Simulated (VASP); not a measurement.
# ZnS (F-43m) in VASP: a series of runs

Runs on ZnS. Level: PBE. Tasks: electric field gradients.

Everything below comes from runs of VASP 6.6.1. Logs are shortened: lines on timing, memory, paths and dates and some standing lists are left out, and cuts for length are marked.

**The experiment to reproduce.**

“Electronic, vibrational, and thermodynamic properties of ZnS (zincblende and rocksalt structure)”, 2009, arxiv:0911.5022 quotes, for a bulk crystal of ZnS at 19 K: band gap 3.85 eV (direct).

How close the calculation comes is told below.

### 1 The cell of the first run

It takes space group F-43m (No. 216, cubic). The conventional cell has a = 5.300 Å, b = 5.300 Å, c = 5.300 Å, α = 90.00°, β = 90.00°, γ = 90.00°. Within 3.0 Å of Zn (site symmetry -43m) lie 4 S at 2.29 Å. Within 3.0 Å of S (site symmetry -43m) lie 4 Zn at 2.29 Å.

### 2 Electric field gradients, PBE (volume scaled by 0.9405)

Contents of INCAR:

```
ALGO     = Normal         # electronic algorithm
EDIFF    = 1E-8           # SCF threshold, eV
ENCUT    = 520            # plane-wave cutoff, eV
GGA      = PE             # functional
ISIF     = 2              # what is computed and relaxed
ISMEAR   = -1             # smearing method
LASPH    = T              # aspherical terms in the spheres
LCHARG   = F              # write CHGCAR
LEFG     = T            
LREAL    = F              # projectors in reciprocal space
LWAVE    = F              # write WAVECAR
NBANDS   = 16             # bands
NELM     = 100            # most SCF steps
PREC     = Accurate       # precision mode
SIGMA    = 0.01           # smearing width, eV
```

Contents of KPOINTS:

```
k-points
0
Gamma
  9 9 9
```

Contents of POSCAR:

```
ZnS
1.0
    0.0000000000      2.6499072441      2.6499072441
    2.6499072441      0.0000000000      2.6499072441
    2.6499072441      2.6499072441      0.0000000000
Zn S
1 1
Direct
    0.0000000000      0.0000000000      0.0000000000
    0.7500000000      0.7500000000      0.7500000000
```

Potentials or basis: VASP PAW PBE potentials, release 64 (Zn, S).

Started as:

```sh
$ cat potpaw_PBE.64/Zn/POTCAR potpaw_PBE.64/S/POTCAR > POTCAR
$ mpirun -np 1 vasp_std > vasp.out
```

OUTCAR:

```text
EDIFF = 1E-8
   ENCUT = 520
   GGA = PE
   ISIF = 2
   ISMEAR = -1
   LASPH = T
   LREAL = F
   NELM = 100
   PREC = Accurate

 ion  position               nearest neighbor table
   1  0.000  0.000  0.000-   2 2.29   2 2.29   2 2.29   2 2.29
   2  0.750  0.750  0.750-   1 2.29   1 2.29   1 2.29   1 2.29

  LATTYP: Found a face centered cubic cell.
 ALAT       =     5.2998144882

  Lattice vectors:

 A1 = (   0.0000000000,   2.6499072441,   2.6499072441)
 A2 = (   2.6499072441,   0.0000000000,   2.6499072441)
 A3 = (   2.6499072441,   2.6499072441,   0.0000000000)

Analysis of symmetry for initial positions (statically):
=====================================================================
 Subroutine PRICEL returns:
 Original cell was already a primitive cell.

 Routine SETGRP: Setting up the symmetry group for a
 face centered cubic supercell.

 Subroutine GETGRP returns: Found 24 space group operations
 (whereof 24 operations were pure point group operations)
 out of a pool of 48 trial point group operations.

The static configuration has the point symmetry T_d .

Analysis of symmetry for dynamics (positions and initial velocities):
=====================================================================
 Subroutine PRICEL returns:
 Original cell was already a primitive cell.

 Routine SETGRP: Setting up the symmetry group for a
 face centered cubic supercell.

 Subroutine GETGRP returns: Found 24 space group operations
 (whereof 24 operations were pure point group operations)
 out of a pool of 48 trial point group operations.

The dynamic configuration has the point symmetry T_d .

 Subroutine INISYM returns: Found 24 space group operations
 (whereof 24 operations are pure point group operations),
 and found     1 'primitive' translations

----------------------------------------------------------------------------------------

                                     Primitive cell

  volume of cell :      37.2153

  direct lattice vectors                    reciprocal lattice vectors
     0.000000000  2.649907244  2.649907244    -0.188685850  0.188685850  0.188685850
     2.649907244  0.000000000  2.649907244     0.188685850 -0.188685850  0.188685850
     2.649907244  2.649907244  0.000000000     0.188685850  0.188685850 -0.188685850

  length of vectors
     3.747534764  3.747534764  3.747534764     0.326813478  0.326813478  0.326813478

  position of ions in fractional coordinates (direct lattice)
     0.000000000  0.000000000  0.000000000
     0.750000000  0.750000000  0.750000000

  ion indices of the primitive-cell ions
   primitive index   ion index
                 1           1
                 2           2

----------------------------------------------------------------------------------------

 KPOINTS: k-points

Automatic generation of k-mesh.
 Grid dimensions read from file:
 generate k-points for:    9    9    9

 Generating k-lattice:

  Cartesian coordinates                     Fractional coordinates (reciprocal lattice)
    -0.020965094  0.020965094  0.020965094     0.111111111  0.000000000  0.000000000
     0.020965094 -0.020965094  0.020965094     0.000000000  0.111111111  0.000000000
     0.020965094  0.020965094 -0.020965094     0.000000000  0.000000000  0.111111111

  Length of vectors
     0.036312609  0.036312609  0.036312609

  Shift w.r.t. Gamma in fractional coordinates (k-lattice)
     0.000000000  0.000000000  0.000000000

 Subroutine IBZKPT returns following result:
 ===========================================

 Found     35 irreducible k-points:

 Following reciprocal coordinates:
            Coordinates               Weight
  0.000000  0.000000  0.000000      1.000000
  0.111111  0.000000  0.000000      8.000000
  0.222222  0.000000  0.000000      8.000000
  0.333333  0.000000  0.000000      8.000000
  0.444444  0.000000  0.000000      8.000000
  0.111111  0.111111  0.000000      6.000000
[... 16 lines left out ...]
 -0.333333  0.333333  0.000000     12.000000
  0.444444  0.444444  0.000000      6.000000
 [... further k-points ...]
   k-points           NKPTS =     35   k-points in BZ     NKDIM =     35   number of bands    NBANDS=     16
   number of dos      NEDOS =    301   number of ions     NIONS =      2
   total plane-waves  NPLWV =  21952
   dimension x,y,z NGX =    28 NGY =   28 NGZ =   28
   dimension x,y,z NGXF=    56 NGYF=   56 NGZF=   56
   ions per type =               1   1
   NGX,Y,Z   is equivalent  to a cutoff of  12.42, 12.42, 12.42 a.u.
   NGXF,Y,Z  is equivalent  to a cutoff of  24.84, 24.84, 24.84 a.u.
 SYSTEM =  unknown system
   PREC   = accura    normal or accurate (medium, high low for compatibility)
   ISTART =      0    job   : 0-new  1-cont  2-samecut
   ICHARG =      2    charge: 1-file 2-atom 10-const
   ISPIN  =      1    spin polarized calculation?
   LNONCOLLINEAR =      F non collinear calculations
   LSORBIT =      F    spin-orbit coupling
   LASPH  =      T    aspherical Exc in radial PAW
   ENCUT  =  520.0 eV  38.22 Ry    6.18 a.u.   6.97  6.97  6.97*2*pi/ulx,y,z
   NELM   =    100;   NELMIN=  2; NELMDL= -5     # of ELM steps
   EDIFF  = 0.1E-07   stopping-criterion for ELM
   LREAL  =      F    real-space projection
   EDIFFG = 0.1E-06   stopping-criterion for IOM
   NSW    =      0    number of steps for IOM
   IBRION =     -1    ionic relax: 0-MD 1-quasi-New 2-CG
   NFREE  =      0    steps in history (QN), initial steepest desc. (CG)
   ISIF   =      2    stress and relaxation
   ISYM   =      2    0-nonsym 1-usesym 2-fastsym
   POTIM  = 0.5000    time-step for ionic-motion
   TEBEG  =    0.0;   TEEND  =   0.0 temperature during run
   PSTRESS=    0.0 pullay stress
   NELECT =      18.0000    total number of electrons
   NUPDOWN=      -1.0000    fix difference up-down
   EMIN   =  10.00;   EMAX   =-10.00  energy-range for DOS
   EFERMI =   0.00;   METHOD = LEGACY
   ISMEAR =    -1;   SIGMA  =   0.01  broadening in eV -4-tet -1-fermi 0-gaus
   EFERMI_NEDOS =   21; number of points for ismear=-14 and -15
   IALGO  =     38    algorithm
   IMIX   =      4    mixing-type and parameters
     AMIX     =   0.40;   BMIX     =  1.00
     AMIX_MAG =   1.60;   BMIX_MAG =  1.00
  volume/ion in A,a.u.               =      18.61       125.57
  Fermi-wavevector in a.u.,A,eV,Ry     =   1.285065  2.428420 22.468543  1.651391
  Thomas-Fermi vector in A             =   2.417221
   LORBIT       =      0    0 simple, 1 ext, 2 COOP (PROOUT), +10 PAW based schemes
   GGA     = PE    functional components
   LHFCALC =     F    Hartree Fock is set to
   AEXX    =    0.0000 exact exchange contribution
   IVDW    =     0    specifies the selected vdW correction
   LEPSILON=     F    determine dielectric tensor
   LRPA    =     F    only Hartree local field effects (RPA)
 non-spin polarized calculation
  energy-cutoff  :      520.00
  volume of cell :       37.22
 maximum number of plane-waves:      1018
   NGX = 13   NGY = 13   NGZ = 13

 number of electron      18.0000015 magnetization

 Free energy of the ion-electron system (eV)
  ---------------------------------------------------
  ext. energy  EPLUGINS =         0.00000000
  ---------------------------------------------------
  free energy    TOTEN  =        -6.78842050 eV

  energy without entropy =       -6.78842050  energy(sigma->0) =       -6.78842050

 E-fermi :   2.9453     XC(G=0):  -9.9078

 val. band max:        2.6712970556   @ k =   0.0000   0.0000   0.0000
 cond. band min:       5.0464151956   @ k =   0.0000   0.0000   0.0000
 fundamental gap:      2.3751181400
 Fermi energy:         2.9452500660

 k-point     1 :       0.0000    0.0000    0.0000
  band No.  band energies     occupation
      1     -10.8947      2.00000
      2      -3.9198      2.00000
      3      -3.9198      2.00000
      4      -3.9198      2.00000
      5      -3.3496      2.00000
      6      -3.3496      2.00000
[... 8 lines left out ...]
     15      14.4981      0.00000
     16      14.8721      0.00000

 k-point     2 :       0.1111    0.0000    0.0000
  band No.  band energies     occupation
      1     -10.7921      2.00000
      2      -3.9238      2.00000
      3      -3.9008      2.00000
      4      -3.9008      2.00000
      5      -3.3514      2.00000
      6      -3.3514      2.00000
[... 8 lines left out ...]
     15      13.9658      0.00000
     16      15.5511      0.00000

 k-point     3 :       0.2222    0.0000    0.0000
  band No.  band energies     occupation
      1     -10.5139      2.00000
      2      -3.9058      2.00000
      3      -3.8561      2.00000
      4      -3.8561      2.00000
      5      -3.3503      2.00000
      6      -3.3503      2.00000
[... 8 lines left out ...]
     15      13.6100      0.00000
     16      15.2311      0.00000

 k-point     4 :       0.3333    0.0000    0.0000
  band No.  band energies     occupation
      1     -10.1574      2.00000
      2      -3.8140      2.00000
      3      -3.8139      2.00000
      4      -3.7791      2.00000
      5      -3.3361      2.00000
      6      -3.3361      2.00000
[... 8 lines left out ...]
     15      14.3403      0.00000
     16      14.7146      0.00000
[... 324 lines left out ...]
 k-point    22 :      -0.4444    0.3333    0.0000
  band No.  band energies     occupation
      1      -9.5579      2.00000
      2      -3.8750      2.00000
      3      -3.6010      2.00000
      4      -3.5081      2.00000
      5      -3.2985      2.00000
      6      -3.0325      2.00000
[... 8 lines left out ...]
     15      15.8410      0.00000
     16      18.2632      0.00000

 k-point    23 :      -0.3333    0.3333    0.0000
  band No.  band energies     occupation
      1      -9.5936      2.00000
      2      -3.8158      2.00000
      3      -3.6449      2.00000
      4      -3.4201      2.00000
      5      -3.3328      2.00000
      6      -3.0584      2.00000
[... 8 lines left out ...]
     15      14.4524      0.00000
     16      19.6076      0.00000

 k-point    24 :       0.4444    0.4444    0.0000
  band No.  band energies     occupation
      1      -9.5563      2.00000
      2      -4.0071      2.00000
      3      -3.5450      2.00000
      4      -3.5450      2.00000
      5      -3.2640      2.00000
      6      -3.1834      2.00000
[... 8 lines left out ...]
     15      16.3712      0.00000
     16      17.9743      0.00000

 [... further k-points ...]

------------------------ aborting loop because EDIFF is reached ----------------------------------------

  FORCE on cell =-STRESS in cart. coord.  units (eV):
  Direction    XX          YY          ZZ          XY          YZ          ZX
  --------------------------------------------------------------------------------------
  -------------------------------------------------------------------------------------
  Total        1.5962632      1.5962632      1.5962632      0.0000000     -0.0000000      0.0000000
  in kB       68.7215712     68.7215712     68.7215712      0.0000000     -0.0000000      0.0000000
  external PRESSURE =      68.7215712 kB  Pullay stress =       0.0000000 kB

 VOLUME and BASIS-vectors are now :
 -----------------------------------------------------------------------------
  energy-cutoff  :      520.00
  volume of cell :       37.22
      direct lattice vectors                 reciprocal lattice vectors
     0.000000000  2.649907244  2.649907244    -0.188685850  0.188685850  0.188685850
     2.649907244  0.000000000  2.649907244     0.188685850 -0.188685850  0.188685850
     2.649907244  2.649907244  0.000000000     0.188685850  0.188685850 -0.188685850

 POSITION                                       TOTAL-FORCE (eV/Angst)
 -----------------------------------------------------------------------------------
      0.00000      0.00000      0.00000         0.000000      0.000000      0.000000
      3.97486      3.97486      3.97486        -0.000000     -0.000000     -0.000000
 -----------------------------------------------------------------------------------
    total drift:                               -0.000002     -0.000002     -0.000002

  FREE ENERGIE OF THE ION-ELECTRON SYSTEM (eV)
  ---------------------------------------------------
  free  energy   TOTEN  =        -6.7884205045 eV

  energy  without entropy=       -6.7884205045  energy(sigma->0) =       -6.78842050

 Electric field gradients (V/A^2)
---------------------------------------------------------------------
 ion       V_xx      V_yy      V_zz      V_xy      V_xz      V_yz
---------------------------------------------------------------------
   1      -0.000    -0.000     0.000     0.001     0.001     0.001
   2      -0.000     0.000    -0.000    -0.000    -0.000    -0.000
---------------------------------------------------------------------

 Electric field gradients after diagonalization (V/A^2)
 (convention: |V_zz| > |V_xx| > |V_yy|)
----------------------------------------------------------------------
 ion       V_xx      V_yy      V_zz     asymmetry (V_yy - V_xx)/ V_zz
----------------------------------------------------------------------
   1      -0.001    -0.001     0.002       0.000
   2       0.000     0.000    -0.001       0.000
----------------------------------------------------------------------

           NMR quadrupolar parameters

 Cq : quadrupolar parameter    Cq=e*Q*V_zz/h
 eta: asymmetry parameters     (V_yy - V_xx)/ V_zz
 Q  : nuclear electric quadrupole moment in mb (millibarn)
----------------------------------------------------------------------
 ion       Cq(MHz)       eta       Q (mb)
----------------------------------------------------------------------
   1       0.000       0.000       1.000
   2      -0.000       0.000       1.000
----------------------------------------------------------------------
```

It took 13 s on 1 thread of Intel Xeon 6975P-C, shared host; peak memory 0.16 GiB.

Results:

- Free energy: -6.7884 eV
- Pressure: 6.9 GPa
- Band gap on the k mesh: 2.38 eV, direct

Caveat: the cell differs from its parent crystal (volume scaled by 0.9405); without QUAD_EFG the Cq values of the log hold for a quadrupole moment of 1 mb, not for the nuclei.

### 3 Electric field gradients, PBE

This run uses another cell than the first one, of 19.78 Å³/atom, 1.063 times its volume.

Contents of INCAR:

```
SYSTEM = ZnS
PREC = Accurate
ENCUT = 520
EDIFF = 1E-8
ISMEAR = -1
SIGMA = 0.01
LREAL = .FALSE.
LASPH = .TRUE.
NELM = 100
ALGO = Normal
ISIF = 2
LWAVE = .FALSE.
LCHARG = .FALSE.
GGA = PE
LEFG = .TRUE.
NBANDS = 16
```

Contents of KPOINTS:

```
regular mesh
0
G
  9 9 9
  0 0 0
```

Contents of POSCAR:

```
ZnS
1.0
    0.0000000000      2.7046500000      2.7046500000
    2.7046500000      0.0000000000      2.7046500000
    2.7046500000      2.7046500000      0.0000000000
Zn S
1 1
Direct
    0.0000000000      0.0000000000      0.0000000000
    0.7500000000      0.7500000000      0.7500000000
```

Potentials or basis: VASP PAW PBE potentials, release 64 (Zn, S).

Started as:

```sh
$ cat potpaw_PBE.64/Zn/POTCAR potpaw_PBE.64/S/POTCAR > POTCAR
$ mpirun -np 1 vasp_std > vasp.out
```

OUTCAR:

```text
SYSTEM = ZnS
   PREC = Accurate
   ENCUT = 520
   EDIFF = 1E-8
   ISMEAR = -1
   LREAL = .FALSE.
   LASPH = .TRUE.
   NELM = 100
   ISIF = 2
   GGA = PE

 ion  position               nearest neighbor table
   1  0.000  0.000  0.000-   2 2.34   2 2.34   2 2.34   2 2.34
   2  0.750  0.750  0.750-   1 2.34   1 2.34   1 2.34   1 2.34

  LATTYP: Found a face centered cubic cell.
 ALAT       =     5.4093000000

  Lattice vectors:

 A1 = (   0.0000000000,   2.7046500000,   2.7046500000)
 A2 = (   2.7046500000,   0.0000000000,   2.7046500000)
 A3 = (   2.7046500000,   2.7046500000,   0.0000000000)

Analysis of symmetry for initial positions (statically):
=====================================================================
 Subroutine PRICEL returns:
 Original cell was already a primitive cell.

 Routine SETGRP: Setting up the symmetry group for a
 face centered cubic supercell.

 Subroutine GETGRP returns: Found 24 space group operations
[... 642 lines left out ...]
  volume of cell :       39.57
      direct lattice vectors                 reciprocal lattice vectors
     0.000000000  2.704650000  2.704650000    -0.184866803  0.184866803  0.184866803
     2.704650000  0.000000000  2.704650000     0.184866803 -0.184866803  0.184866803
     2.704650000  2.704650000  0.000000000     0.184866803  0.184866803 -0.184866803

 POSITION                                       TOTAL-FORCE (eV/Angst)
 -----------------------------------------------------------------------------------
      0.00000      0.00000      0.00000         0.000000      0.000000     -0.000000
      4.05697      4.05697      4.05697        -0.000000     -0.000000      0.000000
 -----------------------------------------------------------------------------------
    total drift:                               -0.000001     -0.000001     -0.000001

  FREE ENERGIE OF THE ION-ELECTRON SYSTEM (eV)
  ---------------------------------------------------
  free  energy   TOTEN  =        -6.8484655267 eV

  energy  without entropy=       -6.8484655267  energy(sigma->0) =       -6.84846553

 Electric field gradients (V/A^2)
---------------------------------------------------------------------
 ion       V_xx      V_yy      V_zz      V_xy      V_xz      V_yz
---------------------------------------------------------------------
   1      -0.000    -0.000    -0.000    -0.003    -0.003    -0.003
   2      -0.000    -0.000     0.000    -0.000    -0.000    -0.000
---------------------------------------------------------------------

 Electric field gradients after diagonalization (V/A^2)
 (convention: |V_zz| > |V_xx| > |V_yy|)
----------------------------------------------------------------------
 ion       V_xx      V_yy      V_zz     asymmetry (V_yy - V_xx)/ V_zz
----------------------------------------------------------------------
   1       0.003     0.003    -0.007       0.000
   2       0.000     0.000    -0.000       0.000
----------------------------------------------------------------------

           NMR quadrupolar parameters

 Cq : quadrupolar parameter    Cq=e*Q*V_zz/h
 eta: asymmetry parameters     (V_yy - V_xx)/ V_zz
 Q  : nuclear electric quadrupole moment in mb (millibarn)
----------------------------------------------------------------------
 ion       Cq(MHz)       eta       Q (mb)
----------------------------------------------------------------------
   1      -0.000       0.000       1.000
   2      -0.000       0.000       1.000
----------------------------------------------------------------------
```

stdout:

```text
POSCAR found type information on POSCAR ZnS
 POSCAR found :  2 types and       2 ions
 scaLAPACK will be used
 LDA part: xc-table for (Slater+PW92), standard interpolation
 POSCAR, INCAR and KPOINTS ok, starting setup
 FFT: planning ... GRIDC
 FFT: planning ... GRID_SOFT
 FFT: planning ... GRID
 WAVECAR not read
 entering main loop
ion   1

ion   2
```

Run time: 12 s. Hardware: 1 thread of Intel Xeon 6975P-C, shared host; peak memory 0.16 GiB.

Results:

| Property | Result |
| --- | --- |
| Free energy | -6.8485 eV |
| Pressure | 1.5 GPa |
| Band gap on the k mesh | 2.10 eV, direct |

Levels at points of the mesh, in eV from the valence-band top:
```tsv
k point	band 7	band 8	band 9	band 10	band 11	band 12
(0.00, 0.00, 0.00)	0.00	0.00	0.00	2.10	6.40	6.40
```

Caveat: without QUAD_EFG the Cq values of the log hold for a quadrupole moment of 1 mb, not for the nuclei.

(Continued in part 2 of 2.)
